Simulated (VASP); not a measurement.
A run of VASP 6.6.1:

The input INCAR:

```
SYSTEM = WS2
PREC     = Accurate       ! precision mode
ENCUT    = 520            ! plane-wave cutoff, eV
EDIFF    = 1E-6           ! SCF threshold, eV
ISMEAR   = 0              ! smearing method
SIGMA    = 0.02           ! smearing width, eV
LREAL    = .FALSE.        ! projectors in reciprocal space
LASPH    = .TRUE.         ! aspherical terms in the spheres
NELM     = 60             ! most SCF steps
ALGO     = Normal         ! electronic algorithm
ISIF     = 2              ! what is computed and relaxed
LWAVE    = .FALSE.        ! write WAVECAR
LCHARG   = .FALSE.        ! write CHGCAR
GGA      = PS             ! functional
NBANDS   = 20             ! bands
```

KPOINTS

```
Automatic mesh
0
G
  12 12 12
  0 0 0
```

File POSCAR:

```
WS2
1.0
    1.1557380086      1.1339081069      6.2178886613
   -1.8610053856      1.0744429524      6.4073687074
   -0.4041320229     -1.5678578057      6.2178914403
W S
1 2
Direct
   -0.0052778776      0.0050843888     -0.0052778776
    0.7529688137      0.7500616878      0.7529688137
    0.5836090639      0.5761539234      0.5836090639
```

Potentials or basis: VASP PAW PBE potentials, release 64 (W_sv, S).

Launch:

```bash
$ cat potpaw_PBE.64/W_sv/POTCAR potpaw_PBE.64/S/POTCAR > POTCAR
$ mpirun -np 1 vasp_std > vasp.out
```

Hardware: 1 thread of AMD EPYC 9R45 96-Core Processor (Zen 5) (shared host).

Problem. Estimate the wall time of this run.

Solution. Run time: 12 min on 1 thread of AMD EPYC 9R45 96-Core Processor (Zen 5), on a shared host, peak memory 0.63 GiB. Counts: scf iterations 14, k points 476.
